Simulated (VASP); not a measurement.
Input of a VASP 6.6.1 run:

File INCAR:

```
SYSTEM = C
ALGO     = Normal         ! electronic algorithm
EDIFF    = 1E-6           ! SCF threshold, eV
ENCUT    = 520            ! plane-wave cutoff, eV
GGA      = CA             ! functional
ISIF     = 2              ! what is computed and relaxed
ISMEAR   = -1             ! smearing method
LASPH    = .True.         ! aspherical terms in the spheres
LCHARG   = .False.        ! write CHGCAR
LREAL    = .False.        ! projectors in reciprocal space
LWAVE    = .False.        ! write WAVECAR
NBANDS   = 11             ! bands
NELM     = 60             ! most SCF steps
PREC     = Accurate       ! precision mode
SIGMA    = 0.05           ! smearing width, eV
```

KPOINTS

```
k-points
0
Gamma
  12 12 3
  0 0 0
```

The input POSCAR:

```
C
1.0
    2.4229746043      0.0000000000      0.0000000000
   -1.2114873021      2.0983575600      0.0000000000
    0.0000000000      0.0000000000      8.4086027063
C
2
Direct
    0.6666666667      0.3333333333      0.0000000000
    0.3333333333      0.6666666667      0.0000000000
```

Potentials or basis: VASP PAW LDA potentials, release 64 (C).

Run with:

```console
$ cat potpaw_LDA.64/C/POTCAR > POTCAR
$ mpirun -np 1 vasp_std > vasp.out
```

Question: Predict the band gap on the k mesh.

Answer: Zero (filled and empty bands touch).
